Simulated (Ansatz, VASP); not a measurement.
## Be7S: VASP beside Ansatz

```
Be S
1.0
     3.74250    0.00000    0.00000
    -1.87125    3.24110    0.00000
     0.00000    0.00000    6.59238
Be S
7 1
Direct
  0.00397 0.33760 0.35660
  0.66240 0.99603 0.64340
  0.00397 0.66637 0.64340
  0.66240 0.66637 0.35660
  0.33363 0.99603 0.35660
  0.33363 0.33760 0.64340
  0.33333 0.66667 0.00000
  0.00000 0.00000 0.00000
```

Alike in both runs: functional PBE; k mesh 5 × 5 × 3; occupations gaussian, width 0.2 eV; no spin polarisation.

Ansatz relaxed the structure, and its values are those at the end. VASP's run is a single point on that final structure, the one shown.

|  | VASP | Ansatz |
| --- | --- | --- |
| version | VASP 6.6.1 | Ansatz 0.2.0 |
| potentials or method | VASP PAW PBE potentials, release 64 (Be, S), cutoff 520 eV | scalar-relativistic, plane waves, PAW |
| valence electrons in the cell | 20 | 20 |

```tsv
	VASP	Ansatz	Ansatz less VASP
gap on the k mesh at the Fermi level (eV)	none	none	-
pressure (GPa)	0.3	0.2	-0.12
rms of the force components (eV/Å)	0.009	0.008	-0.0010
```

A gap of «none» marks a metal or a gap that the smearing closes.

The k mesh is coarse, so the values compare programs but aren't converged.
